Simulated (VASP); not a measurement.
A run of VASP 6.6.1:

The input POSCAR:

```
SiC
1.0
    3.0162612936      0.0000000000      0.0000000000
   -1.5081306468      2.6121589047      0.0000000000
    0.0000000000      0.0000000000     19.7235106996
Si C
8 8
Direct
    0.3333333333      0.6666666667      0.2501240277
    0.6666666667      0.3333333333      0.7501240277
    0.3333333333      0.6666666667      0.6249902786
    0.6666666667      0.3333333333      0.1249902786
    0.0000000000      0.0000000000      0.0000882648
    0.0000000000      0.0000000000      0.5000882648
    0.3333333333      0.6666666667      0.8751692555
    0.6666666667      0.3333333333      0.3751692555
    0.3333333333      0.6666666667      0.9689157347
    0.6666666667      0.3333333333      0.4689157347
    0.0000000000      0.0000000000      0.0938596325
    0.0000000000      0.0000000000      0.5938596325
    0.3333333333      0.6666666667      0.3441195003
    0.6666666667      0.3333333333      0.8441195003
    0.3333333333      0.6666666667      0.7187333060
    0.6666666667      0.3333333333      0.2187333060
```

File INCAR.step1:

```
PREC = Accurate ; ENCUT = 520
ISMEAR = 0 ; SIGMA = 0.02
LREAL = Auto ; LASPH = T
NELM = 100 ; NBANDS = 46
GGA = PE ; ALGO = Normal
EDIFF = 1E-4 ; LWAVE = T
LCHARG = F
```

INCAR.step2

```
PREC = Accurate ; ENCUT = 520
EDIFF = 1E-6 ; ISMEAR = 0
SIGMA = 0.02 ; LREAL = Auto
LASPH = T ; NELM = 100
ALGO = Normal ; ISIF = 2
LWAVE = F ; LCHARG = F
METAGGA = R2SCAN ; LMIXTAU = T
NBANDS = 46 ; ISTART = 1
```

KPOINTS

```
regular mesh
0
Gamma
  12 12 2
```

Potentials or basis: VASP PAW PBE potentials, release 64 (Si, C).

Launch:

```sh
$ cat potpaw_PBE.64/Si/POTCAR potpaw_PBE.64/C/POTCAR > POTCAR
$ cp INCAR.step1 INCAR
$ mpirun -np 1 vasp_std > vasp.out
$ cp INCAR.step2 INCAR
$ mpirun -np 1 vasp_std > vasp.out
```

Hardware: 1 thread of AMD EPYC 7R43 64-Core Processor (Zen 3), on a shared host.

Estimate the wall time of this run.

Wall time 29 min on 1 thread of AMD EPYC 7R43 64-Core Processor (Zen 3), on a shared host, peak memory 0.35 GiB. Counts: k points 38.
